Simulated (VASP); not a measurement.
Set up this calculation in VASP 6.6.1, as the native input.

* Task: electric field gradients
* Functional: PBEsol
* Potentials or basis: VASP PAW PBE potentials, release 64 (Ta_pv, N)
* Cutoff: 520 eV
* k mesh: 9 × 9 × 9
* Occupations: fermi-dirac, width 0.02 eV
* Spin: no spin polarisation
* Dipole correction: no
* Further INCAR settings: ALGO = Normal; EDIFF = 1e-08; NBANDS = 15

The structure of TaN lies in POSCAR:

```
TaN
1.0
    0.0000000000      2.1790000000      2.2007900000
    2.1790000000      0.0000000000      2.2007900000
    2.1790000000      2.1790000000      0.0000000000
Ta N
1 1
Direct
    0.5000000000      0.5000000000      0.5000000000
    0.0000000000      0.0000000000      0.0000000000
```

This cell differs from its parent crystal: zz strain of +1 %.

One way to write it, as run:

INCAR

```
SYSTEM = TaN
PREC = Accurate ; ENCUT = 520
EDIFF = 1E-8 ; ISMEAR = -1
SIGMA = 0.02 ; LREAL = .False.
LASPH = .True. ; NELM = 100
ALGO = Normal ; ISIF = 2
LWAVE = .False. ; LCHARG = .False.
GGA = PS ; LEFG = .True.
NBANDS = 15
```

KPOINTS

```
Automatic mesh
0
Gamma
  9 9 9
  0 0 0
```

Potentials or basis: VASP PAW PBE potentials, release 64 (Ta_pv, N).

Launch:

```console
$ cat potpaw_PBE.64/Ta_pv/POTCAR potpaw_PBE.64/N/POTCAR > POTCAR
$ mpirun -np 1 vasp_std > vasp.out
```

Results of the run:

| Property | Result |
| --- | --- |
| Pressure | 1.8 GPa |
| Band gap on the k mesh | zero (band 8 reaches 11.17 eV, above the bottom of band 9 at 7.43 eV) |

Caveat: the cell differs from its parent crystal (zz strain of +1 %); without QUAD_EFG the Cq values of the log hold for a quadrupole moment of 1 mb, not for the nuclei; the PAW data sets were made with another functional, which shifts forces and pressure a little; spin-orbit coupling is left out, which moves the levels of the heavy elements.

Run time: 14 s on 1 thread of Intel(R) Xeon(R) Platinum 8488C (Sapphire Rapids), with other jobs on the host, peak memory 0.13 GiB.
